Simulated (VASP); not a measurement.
Write the native input for VASP 6.6.1 that does the following.

| Quantity | Value |
| --- | --- |
| Task | single point |
| Functional | PBE0 |
| Potentials or basis | VASP PAW PBE potentials, release 64 (Gd, O) |
| Cutoff | 520 eV |
| k mesh | 4 × 4 × 4 |
| Occupations | fermi-dirac, width 0.05 eV |
| Spin | collinear spin, ferromagnetic start |
| Starting moments | [7.0, 0.0] μB |
| Dipole correction | no |
| Grid for exact exchange (PRECFOCK) | Normal |
| Further INCAR settings | ALGO = Normal; EDIFF = 1e-07; NBANDS = 23 |
| Share of exact exchange | 0.25 |

GdO:

```xyz
2
Lattice="0.0000 2.7355 2.7355 2.7355 0.0000 2.7355 2.7355 2.7355 0.0000" Properties=species:S:1:pos:R:3 pbc="T T T"
Gd    0.0000    0.0000    0.0000
O     4.1033    4.1033    4.1033
```

One way to write it, as run:

POSCAR

```
GdO
1.0
    0.0000000000      2.7355303903      2.7355303903
    2.7355303903      0.0000000000      2.7355303903
    2.7355303903      2.7355303903      0.0000000000
Gd O
1 1
Direct
    0.0000000000      0.0000000000      0.0000000000
    0.7500000000      0.7500000000      0.7500000000
```

INCAR.step1

```
SYSTEM = GdO
  PREC = Accurate
  ENCUT = 520
  EDIFF = 1E-5
  ISMEAR = -1
  SIGMA = 0.05
  LREAL = .FALSE.
  LASPH = .TRUE.
  NELM = 150
  ALGO = Normal
  ISIF = 2
  LWAVE = .TRUE.
  LCHARG = .FALSE.
  ISPIN = 2
  MAGMOM = 7 0
  LORBIT = 11
  LMAXMIX = 6
  GGA = PE
  NBANDS = 23
```

INCAR.step2

```
SYSTEM = GdO
  PREC = Accurate
  ENCUT = 520
  EDIFF = 1E-7
  ISMEAR = -1
  SIGMA = 0.05
  LREAL = .FALSE.
  LASPH = .TRUE.
  NELM = 150
  ALGO = Normal
  ISIF = 2
  LWAVE = .FALSE.
  LCHARG = .FALSE.
  ISPIN = 2
  MAGMOM = 7 0
  LORBIT = 11
  LMAXMIX = 6
  GGA = PE
  LHFCALC = .TRUE.
  AEXX = 0.25
  PRECFOCK = Normal
  ISTART = 1
  NBANDS = 23
```

KPOINTS

```
regular mesh
0
G
  4 4 4
  0 0 0
```

Potentials or basis: VASP PAW PBE potentials, release 64 (Gd, O).

Run with:

```console
$ cat potpaw_PBE.64/Gd/POTCAR potpaw_PBE.64/O/POTCAR > POTCAR
$ cp INCAR.step1 INCAR
$ mpirun -np 1 vasp_std > vasp.out
$ cp INCAR.step2 INCAR
$ mpirun -np 1 vasp_std > vasp.out
```

It gave:

```json
{
  "Pressure": "-5.8 GPa",
  "Band gap on the k mesh": "zero (filled and empty bands overlap)",
  "Net moment": "7.97 μB per cell",
  "Site moments": "Gd +7.06; O +0.03 μB",
  "Valence electrons inside the program's atomic spheres": "Gd 15.11; O 5.03"
}
```

Caveat: the k points lie up to 0.50 Å⁻¹ apart, too coarse for converged energies and pressures of a metal; the PAW data sets were made with another functional, which shifts forces and pressure a little; spin-orbit coupling is left out, which moves the levels of the heavy elements; a cell with one magnetic atom can't hold antiferromagnetic order, which such compounds often take.

Run time: 60 min on 1 thread of Intel Xeon 8259CL (shared host), peak memory 0.22 GiB.
